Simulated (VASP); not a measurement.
Write the native input for VASP 6.6.1 that does the following.

- Task: single point
- Functional: PBE
- Potentials or basis: VASP PAW PBE potentials, release 64 (Cu)
- Cutoff: 520 eV
- k mesh: 5 × 5 × 5
- Occupations: gaussian, width 0.1 eV
- Spin: no spin polarisation
- Dipole correction: no
- Further INCAR settings: LREAL = Auto; ALGO = Fast; EDIFF = 1e-06; NBANDS = 102

The structure of Cu lies in POSCAR:

```
Cu
1.0
    3.6298028171      3.6298028171     -3.6298028171
   -3.6298028171     -3.6298028171     -3.6298028171
   -3.6298028171      3.6298028171      3.6298028171
Cu
16
Direct
    0.2500000000      0.7500000000      0.0000000000
    0.5000000000      0.5000000000      0.0000000000
    0.7500000000      0.2500000000      0.0000000000
    0.7500000000      0.7500000000      0.5000000000
    0.0000000000      0.7500000000      0.2500000000
    0.2500000000      0.5000000000      0.2500000000
    0.5000000000      0.2500000000      0.2500000000
    0.7500000000      0.0000000000      0.2500000000
    0.0000000000      0.0000000000      0.0000000000
    0.5000000000      0.7500000000      0.7500000000
    0.7500000000      0.5000000000      0.7500000000
    0.0000000000      0.5000000000      0.5000000000
    0.2500000000      0.2500000000      0.5000000000
    0.5000000000      0.0000000000      0.5000000000
    0.0000000000      0.2500000000      0.7500000000
    0.2500000000      0.0000000000      0.7500000000
```

The input as run:

INCAR

```
SYSTEM = Cu
PREC = Accurate ; ENCUT = 520
EDIFF = 1E-6 ; ISMEAR = 0
SIGMA = 0.1 ; LREAL = Auto
LASPH = .TRUE. ; NELM = 80
ALGO = Fast ; ISIF = 2
LWAVE = .FALSE. ; LCHARG = .TRUE.
GGA = PE ; LELF = .TRUE.
LVHAR = .TRUE. ; NBANDS = 102
```

KPOINTS

```
Automatic mesh
0
G
  5 5 5
  0 0 0
```

Potentials or basis: VASP PAW PBE potentials, release 64 (Cu).

Run with:

```bash
$ cat potpaw_PBE.64/Cu/POTCAR > POTCAR
$ mpirun -np 1 vasp_std > vasp.out
```

Results of the run:

The pressure is 0.4 GPa and the band gap on the k mesh is zero (band 88 reaches 7.76 eV, above the bottom of band 89 at 6.69 eV).

It took 12 min on 1 thread of AMD EPYC 7R43 64-Core Processor (Zen 3) (shared host), peak memory 0.35 GiB.
